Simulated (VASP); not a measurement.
# PF2 (P6/mmm) in VASP: notebook

The runs below take PF2 through single point, with PBE+D3(BJ).

All numbers are computed with VASP 6.6.1; they aren't measurements. Logs are shortened: lines on timing, memory, paths and dates and some standing lists are left out, and cuts for length are marked.

### 1 The cell of the first run

The structure is hexagonal, space group P6/mmm (No. 191). The conventional cell has a = 3.785 Å, b = 3.785 Å, c = 2.744 Å, α = 90.00°, β = 90.00°, γ = 120.00°. P (site symmetry 6/mmm) has 6 F at 2.19 Å and 2 P at 2.74 Å within 2.9 Å. Within 2.9 Å of F (site symmetry -6m2) lie 5 F at 2.19 to 2.74 Å and 3 P at 2.19 Å.

The cell was generated, and may not be a known phase.

### 2 Single point, PBE+D3(BJ), collinear spin

INCAR

```
SYSTEM = PF2
PREC = Accurate ; ENCUT = 520
EDIFF = 1E-7 ; ISMEAR = 0
SIGMA = 0.1 ; LREAL = .False.
LASPH = .True. ; NELM = 150
ALGO = Normal ; ISIF = 2
LWAVE = .False. ; LCHARG = .False.
ISPIN = 2 ; MAGMOM = 0 1 1
LORBIT = 11 ; GGA = PE
IVDW = 12 ; NBANDS = 20
```

KPOINTS

```
regular mesh
0
Gamma
  6 6 8
  0 0 0
```

POSCAR

```
PF2
1.0
    3.7852579528      0.0000000000      0.0000000000
   -1.8926289764      3.2781295470      0.0000000000
    0.0000000000      0.0000000000      2.7439753376
P F
1 2
Direct
    0.0000000000      0.0000000000      0.5000000000
    0.3333333333      0.6666666667      0.5000000000
    0.6666666667      0.3333333333      0.5000000000
```

Potentials or basis: VASP PAW PBE potentials, release 64 (P, F).

Launch:

```
$ cat potpaw_PBE.64/P/POTCAR potpaw_PBE.64/F/POTCAR > POTCAR
$ mpirun -np 1 vasp_std > vasp.out
```

OUTCAR:

```text
SYSTEM = PF2
   PREC = Accurate
   ENCUT = 520
   EDIFF = 1E-7
   ISMEAR = 0
   LREAL = .False.
   LASPH = .True.
   NELM = 150
   ISIF = 2
   ISPIN = 2
   LORBIT = 11
   GGA = PE
   IVDW = 12
 IVDW          = 12

 ion  position               nearest neighbor table
   1  0.000  0.000  0.500-   2 2.19   3 2.19   2 2.19   3 2.19   3 2.19   2 2.19
   2  0.333  0.667  0.500-   1 2.19   1 2.19   1 2.19
   3  0.667  0.333  0.500-   1 2.19   1 2.19   1 2.19

  LATTYP: Found a hexagonal cell.
 ALAT       =     3.7852579528
 C/A-ratio  =     0.7249110554

  Lattice vectors:

 A1 = (   3.7852579528,   0.0000000000,   0.0000000000)
 A2 = (  -1.8926289764,   3.2781295470,   0.0000000000)
 A3 = (   0.0000000000,   0.0000000000,   2.7439753376)

Analysis of symmetry for initial positions (statically):
=====================================================================
 Subroutine PRICEL returns:
 Original cell was already a primitive cell.

 Routine SETGRP: Setting up the symmetry group for a
 hexagonal supercell.

 Subroutine GETGRP returns: Found 24 space group operations
 (whereof 24 operations were pure point group operations)
 out of a pool of 24 trial point group operations.

The static configuration has the point symmetry D_6h.

Analysis of symmetry for dynamics (positions and initial velocities):
=====================================================================
 Subroutine PRICEL returns:
 Original cell was already a primitive cell.

 Routine SETGRP: Setting up the symmetry group for a
 hexagonal supercell.

 Subroutine GETGRP returns: Found 24 space group operations
 (whereof 24 operations were pure point group operations)
 out of a pool of 24 trial point group operations.

The dynamic configuration has the point symmetry D_6h.

Analysis of structural, dynamic, and magnetic symmetry:
=====================================================================
 Subroutine PRICEL returns:
 Original cell was already a primitive cell.

 Routine SETGRP: Setting up the symmetry group for a
 hexagonal supercell.

 Subroutine GETGRP returns: Found 24 space group operations
 (whereof 24 operations were pure point group operations)
 out of a pool of 24 trial point group operations.

The overall configuration has the point symmetry D_6h.

 Subroutine INISYM returns: Found 24 space group operations
 (whereof 24 operations are pure point group operations),
 and found     1 'primitive' translations

----------------------------------------------------------------------------------------

                                     Primitive cell

  volume of cell :      34.0488

  direct lattice vectors                    reciprocal lattice vectors
     3.785257953  0.000000000  0.000000000     0.264182788  0.152526004  0.000000000
    -1.892628976  3.278129547  0.000000000     0.000000000  0.305052008  0.000000000
     0.000000000  0.000000000  2.743975338     0.000000000  0.000000000  0.364434762

  length of vectors
     3.785257953  3.785257953  2.743975338     0.305052008  0.305052008  0.364434762

  position of ions in fractional coordinates (direct lattice)
     0.000000000  0.000000000  0.500000000
     0.333333333  0.666666667  0.500000000
     0.666666667  0.333333333  0.500000000

  ion indices of the primitive-cell ions
   primitive index   ion index
                 1           1
                 2           2
                 3           3

----------------------------------------------------------------------------------------

 KPOINTS: regular mesh

Automatic generation of k-mesh.
 Grid dimensions read from file:
 generate k-points for:    6    6    8

 Generating k-lattice:

  Cartesian coordinates                     Fractional coordinates (reciprocal lattice)
     0.044030465  0.025421001  0.000000000     0.166666667  0.000000000  0.000000000
     0.000000000  0.050842001  0.000000000     0.000000000  0.166666667  0.000000000
     0.000000000  0.000000000  0.045554345     0.000000000  0.000000000  0.125000000

  Length of vectors
     0.050842001  0.050842001  0.045554345

  Shift w.r.t. Gamma in fractional coordinates (k-lattice)
     0.000000000  0.000000000  0.000000000

 Subroutine IBZKPT returns following result:
 ===========================================

 Found     35 irreducible k-points:

 Following reciprocal coordinates:
            Coordinates               Weight
  0.000000  0.000000  0.000000      1.000000
  0.166667  0.000000  0.000000      6.000000
  0.333333  0.000000  0.000000      6.000000
  0.500000 -0.000000  0.000000      3.000000
  0.166667  0.166667  0.000000      6.000000
  0.333333  0.166667  0.000000     12.000000
[... 16 lines left out ...]
  0.166667  0.000000  0.375000     12.000000
  0.333333  0.000000  0.375000     12.000000
 [... further k-points ...]
   k-points           NKPTS =     35   k-points in BZ     NKDIM =     35   number of bands    NBANDS=     20
   number of dos      NEDOS =    301   number of ions     NIONS =      3
   total plane-waves  NPLWV =  15680
   dimension x,y,z NGX =    28 NGY =   28 NGZ =   20
   dimension x,y,z NGXF=    56 NGYF=   56 NGZF=   40
   ions per type =               1   2
   NGX,Y,Z   is equivalent  to a cutoff of  12.30, 12.30, 12.12 a.u.
   NGXF,Y,Z  is equivalent  to a cutoff of  24.59, 24.59, 24.23 a.u.
 SYSTEM =  PF2
   PREC   = accura    normal or accurate (medium, high low for compatibility)
   ISTART =      0    job   : 0-new  1-cont  2-samecut
   ICHARG =      2    charge: 1-file 2-atom 10-const
   ISPIN  =      2    spin polarized calculation?
   LNONCOLLINEAR =      F non collinear calculations
   LSORBIT =      F    spin-orbit coupling
   LASPH  =      T    aspherical Exc in radial PAW
   ENCUT  =  520.0 eV  38.22 Ry    6.18 a.u.   7.04  7.04  5.10*2*pi/ulx,y,z
   NELM   =    150;   NELMIN=  2; NELMDL= -5     # of ELM steps
   EDIFF  = 0.1E-06   stopping-criterion for ELM
   LREAL  =      F    real-space projection
   EDIFFG = 0.1E-05   stopping-criterion for IOM
   NSW    =      0    number of steps for IOM
   IBRION =     -1    ionic relax: 0-MD 1-quasi-New 2-CG
   NFREE  =      0    steps in history (QN), initial steepest desc. (CG)
   ISIF   =      2    stress and relaxation
   ISYM   =      2    0-nonsym 1-usesym 2-fastsym
   POTIM  = 0.5000    time-step for ionic-motion
   TEBEG  =    0.0;   TEEND  =   0.0 temperature during run
   PSTRESS=    0.0 pullay stress
   NELECT =      19.0000    total number of electrons
   NUPDOWN=      -1.0000    fix difference up-down
   EMIN   =  10.00;   EMAX   =-10.00  energy-range for DOS
   EFERMI =   0.00;   METHOD = LEGACY
   ISMEAR =     0;   SIGMA  =   0.10  broadening in eV -4-tet -1-fermi 0-gaus
   EFERMI_NEDOS =   21; number of points for ismear=-14 and -15
   IALGO  =     38    algorithm
   IMIX   =      4    mixing-type and parameters
     AMIX     =   0.40;   BMIX     =  1.00
     AMIX_MAG =   1.60;   BMIX_MAG =  1.00
  volume/ion in A,a.u.               =      11.35        76.59
  Fermi-wavevector in a.u.,A,eV,Ry     =   1.347800  2.546973 24.715863  1.816565
  Thomas-Fermi vector in A             =   2.475521
   LORBIT       =     11    0 simple, 1 ext, 2 COOP (PROOUT), +10 PAW based schemes
   GGA     = PE    functional components
   LHFCALC =     F    Hartree Fock is set to
   AEXX    =    0.0000 exact exchange contribution
   IVDW    =    12    specifies the selected vdW correction
   LEPSILON=     F    determine dielectric tensor
   LRPA    =     F    only Hartree local field effects (RPA)
 spin polarized calculation
 Gauss-broadening in eV      SIGMA  =   0.10
  energy-cutoff  :      520.00
  volume of cell :       34.05
 maximum number of plane-waves:       933
   NGX = 15   NGY = 15   NGZ = 11

 number of electron      18.9999990 magnetization       0.0002170

 number of electron      18.9999990 magnetization      -0.0014192

 Free energy of the ion-electron system (eV)
  ---------------------------------------------------
  ext. energy  EPLUGINS =         0.00000000
  ---------------------------------------------------
  free energy    TOTEN  =       -11.93182306 eV

  energy without entropy =      -11.92423043  energy(sigma->0) =      -11.92802674

 E-fermi :   4.9595     XC(G=0): -10.6117

 val. band max:        4.9457260625   @ k =   0.5000  -0.0000   0.2500
 cond. band min:       4.9920057128   @ k =   0.3333   0.0000   0.2500
 fundamental gap:      0.0462796503
 Fermi energy:         4.9594772483

 spin component 1

 k-point     1 :       0.0000    0.0000    0.0000
  band No.  band energies     occupation
      1     -20.2419      1.00000
      2     -17.8629      1.00000
      3      -5.2266      1.00000
      4      -2.2449      1.00000
      5      -2.2449      1.00000
      6      -1.0701      1.00000
[... 12 lines left out ...]
     19      24.8991      0.00000
[... 513 lines left out ...]
      4      -3.0941      1.00000
      5      -1.6934      1.00000
      6      -0.6048      1.00000
[... 12 lines left out ...]
     19      24.1255      0.00000
     20      24.6335      0.00000

 [... further k-points ...]

 spin component 2

 k-point     1 :       0.0000    0.0000    0.0000
  band No.  band energies     occupation
      1     -20.2420      1.00000
      2     -17.8629      1.00000
      3      -5.2284      1.00000
      4      -2.2449      1.00000
      5      -2.2449      1.00000
      6      -1.0705      1.00000
[... 12 lines left out ...]
     19      24.8991      0.00000
[... 513 lines left out ...]
      4      -3.0942      1.00000
      5      -1.6939      1.00000
      6      -0.6050      1.00000
[... 12 lines left out ...]
     19      24.1249      0.00000
     20      24.6316      0.00000

 [... further k-points ...]

------------------------ aborting loop because EDIFF is reached ----------------------------------------

 Edisp (eV)   -0.45359

 E8    (eV) :    -0.1462

  FORCE on cell =-STRESS in cart. coord.  units (eV):
  Direction    XX          YY          ZZ          XY          YZ          ZX
  --------------------------------------------------------------------------------------
  -------------------------------------------------------------------------------------
  Total      -0.06892    -0.06892    -0.07026     0.00000     0.00000     0.00000
  in kB      -3.24304    -3.24304    -3.30590     0.00000     0.00000     0.00000
  external pressure =       -3.26 kB  Pullay stress =        0.00 kB

 VOLUME and BASIS-vectors are now :
 -----------------------------------------------------------------------------
  energy-cutoff  :      520.00
  volume of cell :       34.05
      direct lattice vectors                 reciprocal lattice vectors
     3.785257953  0.000000000  0.000000000     0.264182788  0.152526004  0.000000000
    -1.892628976  3.278129547  0.000000000     0.000000000  0.305052008  0.000000000
     0.000000000  0.000000000  2.743975338     0.000000000  0.000000000  0.364434762

 POSITION                                       TOTAL-FORCE (eV/Angst)
 -----------------------------------------------------------------------------------
      0.00000      0.00000      1.37199        -0.000000      0.000000      0.000000
     -0.00000      2.18542      1.37199         0.000000      0.000000      0.000000
      1.89263      1.09271      1.37199        -0.000000     -0.000000      0.000000
 -----------------------------------------------------------------------------------
    total drift:                               -0.000000      0.000000     -0.000000

  FREE ENERGIE OF THE ION-ELECTRON SYSTEM (eV)
  ---------------------------------------------------
  free  energy   TOTEN  =       -12.3854161531 eV

  energy  without entropy=      -12.3778235253  energy(sigma->0) =      -12.38161984

 total charge

# of ion       s       p       d       tot
------------------------------------------
    1        1.266   0.846   0.000   2.111
    2        1.755   4.292   0.000   6.046
    3        1.755   4.292   0.000   6.046
--------------------------------------------------
tot          4.775   9.429   0.000  14.204

 magnetization (x)

# of ion       s       p       d       tot
------------------------------------------
    1       -0.000  -0.001   0.000  -0.001
    2       -0.000  -0.000   0.000  -0.000
    3       -0.000  -0.000   0.000  -0.000
--------------------------------------------------
tot         -0.000  -0.001   0.000  -0.001
```

Wall time 34 s (1 thread of Oxide Virtual Turin-like, shared host); peak memory 0.15 GiB.

What came out:

```
Free energy                                           : -12.3854 eV
Pressure                                              : -0.3 GPa
Net moment                                            : 0.00 μB per cell
Valence electrons inside the program's atomic spheres : P 2.11; F 6.05
Dispersion energy per atom                            : -0.151 eV
```

Levels at points of the mesh, in eV from the Fermi level:
Spin up:
```
           k point  band 6  band 7  band 8  band 9  band 10  band 11  band 12  band 13
(0.00, 0.00, 0.00)   -6.03   -6.03   -4.71   -3.25     2.58     2.58     4.65     8.66
(0.50, 0.00, 0.00)   -4.14   -3.84   -3.71   -3.70     0.95     2.69     4.10     9.63
(0.00, 0.00, 0.50)   -6.85   -5.46   -5.46   -4.36    -2.21     3.81     3.81     8.54
(0.50, 0.00, 0.50)   -5.78   -4.73   -3.63   -3.56    -2.52     2.71     4.08     7.14
```
Spin down:
| k point | band 7 | band 8 | band 9 | band 10 | band 11 | band 12 |
| --- | --- | --- | --- | --- | --- | --- |
| (0.00, 0.00, 0.00) | -6.03 | -4.71 | -3.25 | 2.58 | 2.58 | 4.65 |
| (0.50, 0.00, 0.00) | -3.84 | -3.71 | -3.70 | 0.95 | 2.69 | 4.10 |
| (0.00, 0.00, 0.50) | -5.46 | -5.46 | -4.36 | -2.21 | 3.81 | 3.81 |
| (0.50, 0.00, 0.50) | -4.73 | -3.63 | -3.56 | -2.52 | 2.71 | 4.08 |

### 3 Single point, PBE+D3(BJ)

This run uses another cell than the first one, of 11.28 Å³/atom.

INCAR

```
PREC     = Accurate       # precision mode
ENCUT    = 520            # plane-wave cutoff, eV
EDIFF    = 1E-6           # SCF threshold, eV
ISMEAR   = 0              # smearing method
SIGMA    = 0.1            # smearing width, eV
LREAL    = F              # projectors in reciprocal space
LASPH    = T              # aspherical terms in the spheres
NELM     = 60             # most SCF steps
ALGO     = Fast           # electronic algorithm
ISIF     = 2              # what is computed and relaxed
LWAVE    = F              # write WAVECAR
LCHARG   = F              # write CHGCAR
GGA      = PE             # functional
IVDW     = 12             # dispersion correction
NBANDS   = 16             # bands
```

KPOINTS

```
Automatic mesh
0
Gamma
  12 12 16
```

POSCAR

```
PF2
1.0
    3.7875395964      0.0000000000      0.0000000000
   -1.8937697982      3.2801055083      0.0000000000
    0.0000000000      0.0000000000      2.7234043766
P F
1 2
Direct
    0.0000000000      0.0000000000      0.5000000000
    0.3333333333      0.6666666667      0.5000000000
    0.6666666667      0.3333333333      0.5000000000
```

Potentials or basis: VASP PAW PBE potentials, release 64 (P, F).

Launch:

```
$ cat potpaw_PBE.64/P/POTCAR potpaw_PBE.64/F/POTCAR > POTCAR
$ mpirun -np 1 vasp_std > vasp.out
```

Run time: 62 s. Hardware: 1 thread of Oxide Virtual Turin-like, shared host; peak memory 0.17 GiB.

It converged, with:

| Quantity | Value |
| --- | --- |
| Free energy | -12.4439 eV |
| Pressure | -0.4 GPa |
| Band gap on the k mesh | zero (an odd number of electrons rules out a gap without spin polarisation) |
| Dispersion energy per atom | -0.152 eV |

Stress tensor (GPa, compression positive):
```
-0.36  0.00  0.00
 0.00 -0.36  0.00
 0.00  0.00 -0.47
```

Levels at points of the mesh, in eV from the Fermi level:
| k point | band 7 | band 8 | band 9 | band 10 | band 11 | band 12 |
| --- | --- | --- | --- | --- | --- | --- |
| (0.00, 0.00, 0.00) | -6.08 | -4.69 | -3.25 | 2.51 | 2.51 | 4.75 |
| (0.50, 0.00, 0.00) | -3.90 | -3.74 | -3.70 | 0.88 | 2.61 | 4.21 |
| (0.00, 0.00, 0.50) | -5.48 | -5.48 | -4.42 | -2.32 | 3.77 | 3.77 |
| (0.50, 0.00, 0.50) | -4.75 | -3.74 | -3.59 | -2.54 | 2.68 | 4.05 |

Caveat: an odd number of electrons without spin polarisation forces a metal; a magnetic or distorted state may lie lower.

The gap in the log of VASP goes by the Fermi energy; the results here count the filled bands.